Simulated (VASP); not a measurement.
# MgS in VASP: settings compared, part 2 of 2

VASP 6.6.1.

**3. Single point, HSE06**

File POSCAR:

```
MgS
1.0
    0.0000000000      2.8308747665      2.8308747665
    2.8308747665      0.0000000000      2.8308747665
    2.8308747665      2.8308747665      0.0000000000
Mg S
1 1
Direct
    0.0000000000      0.0000000000      0.0000000000
    0.7500000000      0.7500000000      0.7500000000
```

File INCAR.step1:

```
SYSTEM = MgS
PREC = Accurate
ENCUT = 520
EDIFF = 1E-5
ISMEAR = 0
SIGMA = 0.01
LREAL = .FALSE.
LASPH = .TRUE.
NELM = 100
ALGO = Normal
ISIF = 2
LWAVE = .TRUE.
GGA = PE
NBANDS = 11
```

File INCAR.step2:

```
SYSTEM = MgS
PREC = Accurate
ENCUT = 520
EDIFF = 1E-6
ISMEAR = 0
SIGMA = 0.01
LREAL = .FALSE.
LASPH = .TRUE.
NELM = 100
ALGO = Normal
ISIF = 2
LWAVE = .FALSE.
LCHARG = .TRUE.
GGA = PE
LHFCALC = .TRUE.
HFSCREEN = 0.2079
PRECFOCK = Normal
LELF = .TRUE.
LVHAR = .TRUE.
ISTART = 1
NBANDS = 11
```

File KPOINTS:

```
regular mesh
0
G
  6 6 6
  0 0 0
```

Potentials or basis: VASP PAW PBE potentials, release 64 (Mg, S).

Command:

```
$ cat potpaw_PBE.64/Mg/POTCAR potpaw_PBE.64/S/POTCAR > POTCAR
$ cp INCAR.step1 INCAR
$ mpirun -np 1 vasp_std > vasp.out
$ cp INCAR.step2 INCAR
$ mpirun -np 1 vasp_std > vasp.out
```

OUTCAR:

```text
SYSTEM = MgS
   PREC = Accurate
   ENCUT = 520
   EDIFF = 1E-6
   ISMEAR = 0
   LREAL = .FALSE.
   LASPH = .TRUE.
   NELM = 100
   ISIF = 2
   GGA = PE
   LHFCALC = .TRUE.
   HFSCREEN = 0.2079
   PRECFOCK = Normal
   ISTART = 1

 ion  position               nearest neighbor table
   1  0.000  0.000  0.000-   2 2.45   2 2.45   2 2.45   2 2.45
   2  0.750  0.750  0.750-   1 2.45   1 2.45   1 2.45   1 2.45

  LATTYP: Found a face centered cubic cell.
 ALAT       =     5.6617495330

  Lattice vectors:

 A1 = (   0.0000000000,   2.8308747665,   2.8308747665)
 A2 = (   2.8308747665,   0.0000000000,   2.8308747665)
 A3 = (   2.8308747665,   2.8308747665,   0.0000000000)

Analysis of symmetry for initial positions (statically):
=====================================================================
 Subroutine PRICEL returns:
 Original cell was already a primitive cell.

 Routine SETGRP: Setting up the symmetry group for a
 face centered cubic supercell.

 Subroutine GETGRP returns: Found 24 space group operations
 (whereof 24 operations were pure point group operations)
 out of a pool of 48 trial point group operations.

The static configuration has the point symmetry T_d .
[... 171 lines left out ...]
      2       0.3308      2.00000
      3       0.3308      2.00000
      4       0.3308      2.00000
      5       4.8418      0.00000
      6       9.5147      0.00000
      7       9.5147      0.00000
      8       9.5147      0.00000
      9      12.5286      0.00000
     10      12.5286      0.00000
     11      15.3765      0.00000
[... 197 lines left out ...]
 k-point    16 :      -0.3333    0.5000    0.1667
  band No.  band energies     occupation
      1     -11.0916      2.00000
      2      -2.3840      2.00000
      3      -1.3550      2.00000
      4      -1.0199      2.00000
      5       6.3311      0.00000
      6       8.3501      0.00000
      7      11.0241      0.00000
      8      11.0766      0.00000
      9      14.3508      0.00000
     10      15.6753      0.00000
     11      15.7944      0.00000

------------------------ aborting loop because EDIFF is reached ----------------------------------------

  FORCE on cell =-STRESS in cart. coord.  units (eV):
  Direction    XX          YY          ZZ          XY          YZ          ZX
  --------------------------------------------------------------------------------------
  -------------------------------------------------------------------------------------
  Total       -0.0379044     -0.0379044     -0.0379044     -0.0000000      0.0000000      0.0000000
  in kB       -1.3384689     -1.3384689     -1.3384689     -0.0000000      0.0000000      0.0000000
  external PRESSURE =      -1.3384689 kB  Pullay stress =       0.0000000 kB

 VOLUME and BASIS-vectors are now :
 -----------------------------------------------------------------------------
  energy-cutoff  :      520.00
  volume of cell :       45.37
      direct lattice vectors                 reciprocal lattice vectors
     0.000000000  2.830874767  2.830874767    -0.176623850  0.176623850  0.176623850
     2.830874767  0.000000000  2.830874767     0.176623850 -0.176623850  0.176623850
     2.830874767  2.830874767  0.000000000     0.176623850  0.176623850 -0.176623850

 POSITION                                       TOTAL-FORCE (eV/Angst)
 -----------------------------------------------------------------------------------
      0.00000      0.00000      0.00000         0.000000     -0.000000      0.000000
      4.24631      4.24631      4.24631        -0.000000      0.000000     -0.000000
 -----------------------------------------------------------------------------------
    total drift:                               -0.000000     -0.000001     -0.000001

  FREE ENERGIE OF THE ION-ELECTRON SYSTEM (eV)
  ---------------------------------------------------
  free  energy   TOTEN  =        -9.8457371692 eV

  energy  without entropy=       -9.8457371692  energy(sigma->0) =       -9.84573717
```

OUTCAR.step1:

```text
SYSTEM = MgS
   PREC = Accurate
   ENCUT = 520
   EDIFF = 1E-5
   ISMEAR = 0
   LREAL = .FALSE.
   LASPH = .TRUE.
[... 435 lines left out ...]
      0.00000      0.00000      0.00000         0.000000      0.000000      0.000000
      4.24631      4.24631      4.24631        -0.000000     -0.000000     -0.000000
 -----------------------------------------------------------------------------------
    total drift:                               -0.000000     -0.000000     -0.000000

  FREE ENERGIE OF THE ION-ELECTRON SYSTEM (eV)
  ---------------------------------------------------
  free  energy   TOTEN  =        -8.4701494416 eV

  energy  without entropy=       -8.4701494416  energy(sigma->0) =       -8.47014944
```

OSZICAR.step1:

```text
N       E                     dE             d eps       ncg     rms          rms(c)
DAV:   1     0.251748636734E+02    0.25175E+02   -0.34709E+03   368   0.582E+02
DAV:   2    -0.681304648090E+01   -0.31988E+02   -0.30756E+02   417   0.999E+01
DAV:   3    -0.896972019149E+01   -0.21567E+01   -0.21530E+01   421   0.278E+01
DAV:   4    -0.898763033550E+01   -0.17910E-01   -0.17908E-01   428   0.315E+00
DAV:   5    -0.898786268779E+01   -0.23235E-03   -0.23235E-03   432   0.359E-01    0.404E+00
DAV:   6    -0.849749878531E+01    0.49036E+00   -0.12291E+00   376   0.412E+00    0.310E+00
DAV:   7    -0.846318768182E+01    0.34311E-01   -0.27666E-01   412   0.214E+00    0.243E+00
DAV:   8    -0.847091487164E+01   -0.77272E-02   -0.24676E-02   385   0.936E-01    0.140E+00
DAV:   9    -0.846994291823E+01    0.97195E-03   -0.27303E-03   397   0.255E-01    0.448E-01
DAV:  10    -0.847014395597E+01   -0.20104E-03   -0.71937E-04   400   0.125E-01    0.933E-02
DAV:  11    -0.847014944162E+01   -0.54857E-05   -0.56612E-05   415   0.308E-02
   1 F= -.84701494E+01 E0= -.84701494E+01  d E =-.108204E-16
```

It took 6.7 min on 1 thread of Intel Xeon 6975P-C (Granite Rapids), shared host; peak memory 0.29 GiB.

Results:

```yaml
Free_energy: -9.8457 eV
Pressure: -0.1 GPa
Band_gap_on_the_k_mesh: 4.51 eV
```

Caveat: the PAW data sets were made with another functional, which shifts forces and pressure a little. A k mesh can miss the band edges.

**4. Single point, HSE06 (strain +0.9%)**

File POSCAR:

```
MgS
1.0
    0.0000000000      2.8552202894      2.8552202894
    2.8552202894      0.0000000000      2.8552202894
    2.8552202894      2.8552202894      0.0000000000
Mg S
1 1
Direct
    0.0000000000      0.0000000000      0.0000000000
    0.7500000000      0.7500000000      0.7500000000
```

File INCAR.step1:

```
  PREC = Accurate
  ENCUT = 520
  EDIFF = 1E-5
  ISMEAR = 0
  SIGMA = 0.01
  LREAL = False
  LASPH = True
  NELM = 60
  ALGO = Normal
  ISIF = 2
  LWAVE = True
  LCHARG = False
  NBANDS = 11
  GGA = PE
```

File INCAR.step2:

```
  PREC = Accurate
  ENCUT = 520
  EDIFF = 1E-7
  ISMEAR = 0
  SIGMA = 0.01
  LREAL = False
  LASPH = True
  NELM = 60
  ALGO = Normal
  ISIF = 2
  LWAVE = False
  LCHARG = False
  GGA = PE
  LHFCALC = True
  HFSCREEN = 0.2079
  PRECFOCK = Normal
  NBANDS = 11
  ISTART = 1
```

File KPOINTS:

```
Automatic mesh
0
Gamma
  6 6 6
```

Potentials or basis: VASP PAW PBE potentials, release 64 (Mg, S).

Command:

```
$ cat potpaw_PBE.64/Mg/POTCAR potpaw_PBE.64/S/POTCAR > POTCAR
$ cp INCAR.step1 INCAR
$ mpirun -np 1 vasp_std > vasp.out
$ cp INCAR.step2 INCAR
$ mpirun -np 1 vasp_std > vasp.out
```

OUTCAR:

```text
PREC = Accurate
   ENCUT = 520
   EDIFF = 1E-7
   ISMEAR = 0
   LREAL = False
   LASPH = True
   NELM = 60
   ISIF = 2
   GGA = PE
   LHFCALC = True
   HFSCREEN = 0.2079
   PRECFOCK = Normal
   ISTART = 1

 ion  position               nearest neighbor table
   1  0.000  0.000  0.000-   2 2.47   2 2.47   2 2.47   2 2.47
   2  0.750  0.750  0.750-   1 2.47   1 2.47   1 2.47   1 2.47

  LATTYP: Found a face centered cubic cell.
 ALAT       =     5.7104405788

  Lattice vectors:
[... 408 lines left out ...]

------------------------ aborting loop because EDIFF is reached ----------------------------------------

  FORCE on cell =-STRESS in cart. coord.  units (eV):
  Direction    XX          YY          ZZ          XY          YZ          ZX
  --------------------------------------------------------------------------------------
  -------------------------------------------------------------------------------------
  Total       -0.4610302     -0.4610302     -0.4610302      0.0000000     -0.0000000      0.0000000
  in kB      -15.8668639    -15.8668639    -15.8668639      0.0000000     -0.0000000      0.0000000
  external PRESSURE =     -15.8668639 kB  Pullay stress =       0.0000000 kB

 VOLUME and BASIS-vectors are now :
 -----------------------------------------------------------------------------
  energy-cutoff  :      520.00
  volume of cell :       46.55
      direct lattice vectors                 reciprocal lattice vectors
     0.000000000  2.855220289  2.855220289    -0.175117837  0.175117837  0.175117837
     2.855220289  0.000000000  2.855220289     0.175117837 -0.175117837  0.175117837
     2.855220289  2.855220289  0.000000000     0.175117837  0.175117837 -0.175117837

 POSITION                                       TOTAL-FORCE (eV/Angst)
 -----------------------------------------------------------------------------------
      0.00000      0.00000      0.00000         0.000000     -0.000000      0.000000
      4.28283      4.28283      4.28283        -0.000000      0.000000     -0.000000
 -----------------------------------------------------------------------------------
    total drift:                                0.000000     -0.000001     -0.000000

  FREE ENERGIE OF THE ION-ELECTRON SYSTEM (eV)
  ---------------------------------------------------
  free  energy   TOTEN  =        -9.8394660548 eV

  energy  without entropy=       -9.8394660548  energy(sigma->0) =       -9.83946605
```

Wall time 6.2 min (1 thread of Intel Xeon 6975P-C (Granite Rapids), shared host); peak memory 0.29 GiB.

What came out:

- Free energy: -9.8395 eV
- Pressure: -1.6 GPa
- Band gap on the k mesh: 4.37 eV

Levels at points of the mesh, in eV from the valence-band top:
```
           k point  band 1  band 2  band 3  band 4  band 5  band 6  band 7  band 8  band 9
(0.00, 0.00, 0.00)  -12.33    0.00    0.00    0.00    4.37    9.11    9.11    9.11   12.13
(0.50, 0.00, 0.00)  -11.62   -3.30   -0.35   -0.35    6.12    8.78    8.78    9.72   14.03
(0.50, 0.50, 0.00)  -11.39   -2.98   -1.10   -1.10    4.87    6.71   12.37   13.54   13.54
```

Caveat: the cell differs from its parent crystal (strain +0.9%); the PAW data sets were made with another functional, which shifts forces and pressure a little.

**5. Single point, HSE06 (biaxial xy strain -1.6%)**

File POSCAR:

```
MgS
1.0
    0.0000000000      2.7858638577      2.8308747665
    2.7858638577      0.0000000000      2.8308747665
    2.7858638577      2.7858638577      0.0000000000
Mg S
1 1
Direct
    0.0000000000      0.0000000000      0.0000000000
    0.7500000000      0.7500000000      0.7500000000
```

File INCAR.step1:

```
PREC = Accurate
ENCUT = 520
EDIFF = 1E-5
ISMEAR = 0
SIGMA = 0.01
LREAL = False
LASPH = True
NELM = 100
ALGO = Normal
ISIF = 2
LWAVE = True
LCHARG = False
GGA = PE
NBANDS = 11
```

File INCAR.step2:

```
PREC = Accurate
ENCUT = 520
EDIFF = 1E-6
ISMEAR = 0
SIGMA = 0.01
LREAL = False
LASPH = True
NELM = 100
ALGO = Normal
ISIF = 2
LWAVE = False
LCHARG = False
GGA = PE
LHFCALC = True
HFSCREEN = 0.2079
PRECFOCK = Normal
ISTART = 1
NBANDS = 11
```

KPOINTS is that of step 4.

Command:

```
$ cat potpaw_PBE.64/Mg/POTCAR potpaw_PBE.64/S/POTCAR > POTCAR
$ cp INCAR.step1 INCAR
$ mpirun -np 1 vasp_std > vasp.out
$ cp INCAR.step2 INCAR
$ mpirun -np 1 vasp_std > vasp.out
```

Run time: 15 min. Hardware: 1 thread of Oxide Virtual Turin-like, shared host; peak memory 0.27 GiB.

It converged, with:

* Free energy: -9.8373 eV
* Pressure: 1.9 GPa
* Band gap on the k mesh: 4.67 eV

Stress tensor (GPa, compression positive):
```
2.02 0.00 0.00
0.00 2.02 0.00
0.00 0.00 1.66
```

Levels at points of the mesh, in eV from the valence-band top:
| k point | band 2 | band 3 | band 4 | band 5 | band 6 | band 7 |
| --- | --- | --- | --- | --- | --- | --- |
| (0.00, 0.00, 0.00) | -0.05 | 0.00 | 0.00 | 4.67 | 9.25 | 9.27 |
| (0.50, 0.00, 0.00) | -3.53 | -0.43 | -0.34 | 6.33 | 8.79 | 8.95 |
| (0.50, 0.50, 0.00) | -3.22 | -1.13 | -1.13 | 4.84 | 6.86 | 12.82 |
| (0.50, 0.00, 0.50) | -3.14 | -1.22 | -1.21 | 4.80 | 6.74 | 13.02 |

Caveat: the cell differs from its parent crystal (biaxial xy strain -1.6%); the PAW data sets were made with another functional, which shifts forces and pressure a little.

**6. Single point, HSE06 (uniaxial y strain +2.5%)**

File POSCAR:

```
MgS
1.0
    0.0000000000      2.9019297231      2.8308747665
    2.8308747665      0.0000000000      2.8308747665
    2.8308747665      2.9019297231      0.0000000000
Mg S
1 1
Direct
    0.0000000000      0.0000000000      0.0000000000
    0.7500000000      0.7500000000      0.7500000000
```

File INCAR.step1:

```
  PREC = Accurate
  ENCUT = 520
  EDIFF = 1E-5
  ISMEAR = 0
  SIGMA = 0.01
  LREAL = False
  LASPH = True
  NELM = 100
  ALGO = Normal
  ISIF = 2
  LWAVE = True
  LCHARG = False
  GGA = PE
  NBANDS = 11
```

File INCAR.step2:

```
  PREC = Accurate
  ENCUT = 520
  EDIFF = 1E-6
  ISMEAR = 0
  SIGMA = 0.01
  LREAL = False
  LASPH = True
  NELM = 100
  ALGO = Normal
  ISIF = 2
  LWAVE = False
  LCHARG = False
  GGA = PE
  LHFCALC = True
  HFSCREEN = 0.2079
  PRECFOCK = Normal
  ISTART = 1
  NBANDS = 11
```

KPOINTS is that of step 5.

Potentials or basis: VASP PAW PBE potentials, release 64 (Mg, S).

Command:

```
$ cat potpaw_PBE.64/Mg/POTCAR potpaw_PBE.64/S/POTCAR > POTCAR
$ cp INCAR.step1 INCAR
$ mpirun -np 1 vasp_std > vasp.out
$ cp INCAR.step2 INCAR
$ mpirun -np 1 vasp_std > vasp.out
```

Run time: 17 min. Hardware: 1 thread of Oxide Virtual Turin-like, shared host; peak memory 0.27 GiB.

The run converged. Its results:

```yaml
Free_energy: -9.8383 eV
Pressure: -1.6 GPa
Band_gap_on_the_k_mesh: 4.35 eV
```

Stress tensor (GPa, compression positive):
```
-1.34  0.00  0.00
 0.00 -2.00  0.00
 0.00  0.00 -1.34
```

Levels at points of the mesh, in eV from the valence-band top:
| k point | band 1 | band 2 | band 3 | band 4 | band 5 | band 6 | band 7 | band 8 |
| --- | --- | --- | --- | --- | --- | --- | --- | --- |
| (0.00, 0.00, 0.00) | -12.36 | -0.07 | 0.00 | 0.00 | 4.35 | 9.08 | 9.10 | 9.10 |
| (0.50, 0.00, 0.00) | -11.65 | -3.33 | -0.44 | -0.31 | 6.09 | 8.65 | 8.89 | 9.70 |
| (0.50, 0.50, 0.00) | -11.40 | -2.96 | -1.17 | -1.15 | 4.83 | 6.62 | 12.45 | 13.23 |
| (0.50, 0.00, 0.50) | -11.45 | -3.08 | -1.04 | -1.04 | 4.89 | 6.81 | 12.16 | 13.59 |

Caveat: the cell differs from its parent crystal (uniaxial y strain +2.5%); the PAW data sets were made with another functional, which shifts forces and pressure a little. A k mesh can miss the band edges.

**7. The runs side by side**

```csv
level,cell,k mesh,grid for exact exchange (PRECFOCK),share of exact exchange,screening parameter,gap on the mesh (eV),pressure (GPa)
r2SCAN,"a = 4.003, b = 4.003, c = 3.983 Å, angles 60.2, 60.2, 60.3°, 2 atoms, atomic positions A",8 × 8 × 8,-,-,-,4.10,-0.3
HSE06,"a = 4.003 Å, angles 60.0°, 2 atoms, atomic positions B",6 × 6 × 6,Normal,0.25,0.2079 1/Å,4.51,-0.1
HSE06,"a = 4.038 Å, angles 60.0°, 2 atoms, atomic positions B",6 × 6 × 6,Normal,0.25,0.2079 1/Å,4.37,-1.6
HSE06,"a = 3.972, b = 3.972, c = 3.940 Å, angles 60.3, 60.3, 59.5°, 2 atoms, atomic positions B",6 × 6 × 6,Normal,0.25,0.2079 1/Å,4.67,1.9
HSE06,"a = 4.054, b = 4.003 Å, angles 60.4, 59.2, 60.4°, 2 atoms, atomic positions B",6 × 6 × 6,Normal,0.25,0.2079 1/Å,4.35,-1.6
```

Alike in all rows: task single point; potentials or basis VASP PAW PBE potentials, release 64 (Mg, S); no spin polarisation; cutoff (eV) 520; smearing gaussian 0.01 eV.

Caveats: the PAW data sets were made with another functional, which shifts forces and pressure a little.

Absolute energies hang on the potentials; compare differences alone.
